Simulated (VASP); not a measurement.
# Sc (Fm-3m) in VASP: single point with PBEsol

Aim: the single point of Sc with PBEsol.

Program: VASP 6.6.1. These are calculated values, not measurements. Logs are shortened: lines on timing, memory, paths and dates and some standing lists are left out, and cuts for length are marked.

## 1. The cell of the first run

Symmetry: Fm-3m, No. 225, cubic system. Conventional cell: a = 5.571 Å, b = 5.571 Å, c = 5.571 Å, α = 90.00°, β = 90.00°, γ = 90.00°. Sc (site symmetry m-3m) has 12 Sc at 3.94 Å within 5.2 Å.

## 2. Single point, PBEsol (Tl replaced by Sc, lengths x 1.103, strained)

INCAR

```
PREC = Accurate
ENCUT = 520
EDIFF = 1E-6
ISMEAR = 0
SIGMA = 0.1
LREAL = False
LASPH = True
NELM = 100
ALGO = Normal
ISIF = 2
LWAVE = False
LCHARG = False
GGA = PS
NBANDS = 12
```

KPOINTS

```
Automatic mesh
0
Gamma
  14 14 14
```

POSCAR

```
Sc
1.0
    0.0000000000      2.7855164052      2.7855164052
    2.7855164052      0.0000000000      2.7855164052
    2.7855164052      2.7855164052      0.0000000000
Sc
1
Direct
    0.0000000000      0.0000000000      0.0000000000
```

Potentials or basis: VASP PAW PBE potentials, release 64 (Sc_sv).

Started as:

```console
cat potpaw_PBE.64/Sc_sv/POTCAR > POTCAR
mpirun -np 1 vasp_std > vasp.out
```

OUTCAR:

```text
PREC = Accurate
   ENCUT = 520
   EDIFF = 1E-6
   ISMEAR = 0
   LREAL = False
   LASPH = True
   NELM = 100
   ISIF = 2
   GGA = PS

 ion  position               nearest neighbor table
   1  0.000  0.000  0.000-

  LATTYP: Found a face centered cubic cell.
 ALAT       =     5.5710328104

  Lattice vectors:

 A1 = (   0.0000000000,   2.7855164052,   2.7855164052)
 A2 = (   2.7855164052,   0.0000000000,   2.7855164052)
 A3 = (   2.7855164052,   2.7855164052,   0.0000000000)

Analysis of symmetry for initial positions (statically):
=====================================================================
 Subroutine PRICEL returns:
 Original cell was already a primitive cell.

 Routine SETGRP: Setting up the symmetry group for a
 face centered cubic supercell.

 Subroutine GETGRP returns: Found 48 space group operations
[... 9 lines left out ...]

 Routine SETGRP: Setting up the symmetry group for a
 face centered cubic supercell.

 Subroutine GETGRP returns: Found 48 space group operations
[... 11 lines left out ...]
                                     Primitive cell

  volume of cell :      43.2262

  direct lattice vectors                    reciprocal lattice vectors
     0.000000000  2.785516405  2.785516405    -0.179499930  0.179499930  0.179499930
     2.785516405  0.000000000  2.785516405     0.179499930 -0.179499930  0.179499930
     2.785516405  2.785516405  0.000000000     0.179499930  0.179499930 -0.179499930

  length of vectors
     3.939315078  3.939315078  3.939315078     0.310902999  0.310902999  0.310902999

  position of ions in fractional coordinates (direct lattice)
     0.000000000  0.000000000  0.000000000

  ion indices of the primitive-cell ions
   primitive index   ion index
                 1           1

----------------------------------------------------------------------------------------

 KPOINTS: Automatic mesh

Automatic generation of k-mesh.
 Grid dimensions read from file:
 generate k-points for:   14   14   14

 Generating k-lattice:

  Cartesian coordinates                     Fractional coordinates (reciprocal lattice)
    -0.012821424  0.012821424  0.012821424     0.071428571  0.000000000  0.000000000
     0.012821424 -0.012821424  0.012821424     0.000000000  0.071428571  0.000000000
     0.012821424  0.012821424 -0.012821424     0.000000000  0.000000000  0.071428571

  Length of vectors
     0.022207357  0.022207357  0.022207357

  Shift w.r.t. Gamma in fractional coordinates (k-lattice)
     0.000000000  0.000000000  0.000000000

 Subroutine IBZKPT returns following result:
 ===========================================
[... 50 lines left out ...]
   EDIFFG = 0.1E-04   stopping-criterion for IOM
   NSW    =      0    number of steps for IOM
   IBRION =     -1    ionic relax: 0-MD 1-quasi-New 2-CG
   NFREE  =      0    steps in history (QN), initial steepest desc. (CG)
   ISIF   =      2    stress and relaxation
   ISYM   =      2    0-nonsym 1-usesym 2-fastsym
   POTIM  = 0.5000    time-step for ionic-motion
   TEBEG  =    0.0;   TEEND  =   0.0 temperature during run
   PSTRESS=    0.0 pullay stress
   NELECT =      11.0000    total number of electrons
   NUPDOWN=      -1.0000    fix difference up-down
   EMIN   =  10.00;   EMAX   =-10.00  energy-range for DOS
   EFERMI =   0.00;   METHOD = LEGACY
   ISMEAR =     0;   SIGMA  =   0.10  broadening in eV -4-tet -1-fermi 0-gaus
   EFERMI_NEDOS =   21; number of points for ismear=-14 and -15
   IALGO  =     38    algorithm
   IMIX   =      4    mixing-type and parameters
     AMIX     =   0.40;   BMIX     =  1.00
     AMIX_MAG =   1.60;   BMIX_MAG =  1.00
  volume/ion in A,a.u.               =      43.23       291.70
  Fermi-wavevector in a.u.,A,eV,Ry     =   1.037425  1.960449 14.643276  1.076250
  Thomas-Fermi vector in A             =   2.171862
   LORBIT       =      0    0 simple, 1 ext, 2 COOP (PROOUT), +10 PAW based schemes
   GGA     = PS    functional components
   LHFCALC =     F    Hartree Fock is set to
   AEXX    =    0.0000 exact exchange contribution
   IVDW    =     0    specifies the selected vdW correction
   LEPSILON=     F    determine dielectric tensor
   LRPA    =     F    only Hartree local field effects (RPA)
 non-spin polarized calculation
 Gauss-broadening in eV      SIGMA  =   0.10
  energy-cutoff  :      520.00
  volume of cell :       43.23
 maximum number of plane-waves:      1211
 NGX is ok and might be reduce to    30
   NGX = 15   NGY = 15   NGZ = 15

 number of electron      11.0000004 magnetization

 Free energy of the ion-electron system (eV)
  ---------------------------------------------------
  ext. energy  EPLUGINS =         0.00000000
  ---------------------------------------------------
  free energy    TOTEN  =        -5.45475823 eV

  energy without entropy =       -5.43687481  energy(sigma->0) =       -5.44581652

 E-fermi :   0.9867     XC(G=0):  -7.9333

 val. band max:        0.9849129160   @ k =  -0.2857   0.5000   0.2143
 cond. band min:       0.9953194079   @ k =   0.5000   0.3571   0.1429
 fundamental gap:      0.0104064919
 Fermi energy:         0.9866848539

 k-point     1 :       0.0000    0.0000    0.0000
  band No.  band energies     occupation
      1     -49.6330      2.00000
      2     -28.2574      2.00000
      3     -28.2574      2.00000
      4     -28.2574      2.00000
      5      -2.9616      2.00000
      6       1.7906      0.00000
      7       1.7906      0.00000
      8       1.7906      0.00000
      9       2.4047      0.00000
     10       2.4047      0.00000
     11      10.7908      0.00000
     12      11.9268      0.00000
[... 331 lines left out ...]
 k-point    24 :       0.2857    0.1429    0.0000
  band No.  band energies     occupation
      1     -49.6306      2.00000
      2     -28.2810      2.00000
      3     -28.2643      2.00000
      4     -28.2638      2.00000
      5      -1.8176      2.00000
      6       1.3259      0.00000
      7       1.8575      0.00000
      8       2.0274      0.00000
      9       2.2954      0.00000
     10       2.5915      0.00000
     11       7.5008      0.00000
     12       9.5177      0.00000

 [... further k-points ...]
[... 5 lines left out ...]
  --------------------------------------------------------------------------------------
  -------------------------------------------------------------------------------------
  Total       -3.0969274     -3.0969274     -3.0969274      0.0000000      0.0000000      0.0000000
  in kB     -114.7874617   -114.7874617   -114.7874617      0.0000000      0.0000000      0.0000000
  external PRESSURE =    -114.7874617 kB  Pullay stress =       0.0000000 kB

 VOLUME and BASIS-vectors are now :
 -----------------------------------------------------------------------------
  energy-cutoff  :      520.00
  volume of cell :       43.23
      direct lattice vectors                 reciprocal lattice vectors
     0.000000000  2.785516405  2.785516405    -0.179499930  0.179499930  0.179499930
     2.785516405  0.000000000  2.785516405     0.179499930 -0.179499930  0.179499930
     2.785516405  2.785516405  0.000000000     0.179499930  0.179499930 -0.179499930

 POSITION                                       TOTAL-FORCE (eV/Angst)
 -----------------------------------------------------------------------------------
      0.00000      0.00000      0.00000         0.000000      0.000000      0.000000
 -----------------------------------------------------------------------------------
    total drift:                               -0.000000     -0.000000      0.000000

  FREE ENERGIE OF THE ION-ELECTRON SYSTEM (eV)
  ---------------------------------------------------
  free  energy   TOTEN  =        -5.4547582254 eV

  energy  without entropy=       -5.4368748093  energy(sigma->0) =       -5.44581652
```

OSZICAR:

```text
N       E                     dE             d eps       ncg     rms          rms(c)
DAV:   1     0.777789182016E+02    0.77779E+02   -0.48698E+03  2496   0.794E+02
DAV:   2    -0.499476867792E+01   -0.82774E+02   -0.81665E+02  2500   0.284E+02
DAV:   3    -0.669753226827E+01   -0.17028E+01   -0.16636E+01  3720   0.497E+01
DAV:   4    -0.672900168736E+01   -0.31469E-01   -0.31243E-01  3140   0.516E+00
DAV:   5    -0.672958219783E+01   -0.58051E-03   -0.58034E-03  3348   0.645E-01    0.485E+00
DAV:   6    -0.554464903011E+01    0.11849E+01   -0.20032E+00  3828   0.170E+01    0.127E+00
DAV:   7    -0.546487415477E+01    0.79775E-01   -0.17109E-01  4000   0.430E+00    0.775E-01
DAV:   8    -0.545991140437E+01    0.49628E-02   -0.57730E-02  3468   0.337E+00    0.363E-01
DAV:   9    -0.545500420537E+01    0.49072E-02   -0.20141E-02  3768   0.169E+00    0.922E-02
DAV:  10    -0.545482637402E+01    0.17783E-03   -0.16849E-03  3800   0.467E-01    0.410E-02
DAV:  11    -0.545475816944E+01    0.68205E-04   -0.18029E-04  3852   0.157E-01    0.139E-03
DAV:  12    -0.545475822537E+01   -0.55930E-07   -0.13772E-06  2472   0.104E-02
   1 F= -.54547582E+01 E0= -.54458165E+01  d E =-.178834E-01
```

It took 47 s on 1 thread of Intel Xeon 6975P-C (Granite Rapids), shared host; peak memory 0.19 GiB.

What came out:

```
Free energy : -5.4548 eV
Pressure    : -11.5 GPa
```

Levels at points of the mesh, in eV from the Fermi level:
```csv
k point,band 1,band 2,band 3,band 4,band 5,band 6,band 7,band 8,band 9,band 10
"(0.00, 0.00, 0.00)",-50.62,-29.24,-29.24,-29.24,-3.95,0.80,0.80,0.80,1.42,1.42
"(0.50, 0.00, 0.00)",-50.62,-29.29,-29.25,-29.25,-1.27,-0.11,0.78,0.78,1.81,1.81
"(0.50, 0.50, 0.00)",-50.61,-29.29,-29.26,-29.26,-0.76,-0.22,0.87,1.81,1.91,1.91
```

Caveat: the cell differs from its parent crystal (Tl replaced by Sc, lengths x 1.103, strained); the PAW data sets were made with another functional, which shifts forces and pressure a little.
